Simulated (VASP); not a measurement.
C: single point with LDA

The system is C.

```xyz
2
Lattice="1.2587 0.7267 3.1797 -1.2587 0.7267 3.1797 0.0000 -1.4535 3.1797" Properties=species:S:1:pos:R:3 pbc="T T T"
C     0.0000    0.0000    1.5644
C     0.0000    0.0000    7.9746
```

This cell differs from its parent crystal: strain +0.025 along x and y, -0.050 along z.

- Program: VASP 6.6.1
- Task: single point
- Functional: LDA
- Potentials or basis: VASP PAW LDA potentials, release 64 (C)
- Cutoff: 520 eV
- k mesh: 12 × 12 × 12
- Occupations: gaussian, width 0.05 eV
- Spin: no spin polarisation
- Dipole correction: no
- Further INCAR settings: ALGO = Normal; EDIFF = 1e-07; NBANDS = 11

```
Pressure               : -22.3 GPa
Largest force          : 0.813 eV/Å
Band gap on the k mesh : 1.03 eV, direct
```

Forces on the atoms (eV/Å):
```
C    0.000  0.000  0.813
C    0.000  0.000 -0.813
```

Stress tensor (GPa, compression positive):
```
-33.98   0.00   0.00
  0.00 -33.98   0.00
  0.00   0.00   1.09
```

Levels at points of the mesh, in eV from the valence-band top:
```tsv
k point	band 1	band 2	band 3	band 4	band 5	band 6	band 7	band 8
(0.00, 0.00, 0.00)	-18.48	-5.19	-2.43	-2.43	5.14	8.47	8.47	11.04
(0.50, 0.00, 0.00)	-13.34	-12.25	-5.58	-1.11	2.37	7.72	12.58	12.89
(0.50, 0.50, 0.00)	-13.15	-12.11	-5.68	-2.26	1.76	7.11	13.29	16.31
(0.50, 0.50, 0.50)	-17.99	-7.91	-2.47	-2.47	8.40	8.40	11.28	11.78
```

It took 22 s on 1 thread of Intel(R) Xeon(R) 6975P-C (Granite Rapids) (shared host), peak memory 0.14 GiB.

Caveat: the cell differs from its parent crystal (strain +0.025 along x and y, -0.050 along z). A k mesh can miss the band edges.
